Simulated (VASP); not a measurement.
A run of VASP 6.6.1 is set up as follows.

File INCAR:

```
SYSTEM = V
  ALGO = Normal
  EDIFF = 1E-6
  ENCUT = 520
  GGA = RP
  ISIF = 2
  ISMEAR = -1
  LASPH = .True.
  LCHARG = .False.
  LREAL = .False.
  LWAVE = .False.
  NBANDS = 20
  NELM = 60
  PREC = Accurate
  SIGMA = 0.1
```

KPOINTS

```
k-points
0
Gamma
  17 17 17
  0 0 0
```

POSCAR

```
V
1.0
    0.0000000000      2.6955719391      2.6955719391
    2.6955719391      0.0000000000      2.6955719391
    2.6955719391      2.6955719391      0.0000000000
V
2
Direct
    0.1250000000      0.1250000000      0.1250000000
    0.8750000000      0.8750000000      0.8750000000
```

Potentials or basis: VASP PAW PBE potentials, release 64 (V_sv).

Run with:

```sh
$ cat potpaw_PBE.64/V_sv/POTCAR > POTCAR
$ mpirun -np 1 vasp_std > vasp.out
```

**Question.** What does it give for the pressure?

**Answer.** 0.3 GPa.

**Question.** What does it give for the band gap on the k mesh?

**Answer.** Zero (band 13 reaches 6.17 eV, above the bottom of band 14 at 5.33 eV).

Caveat: the PAW data sets were made with another functional, which shifts forces and pressure a little.
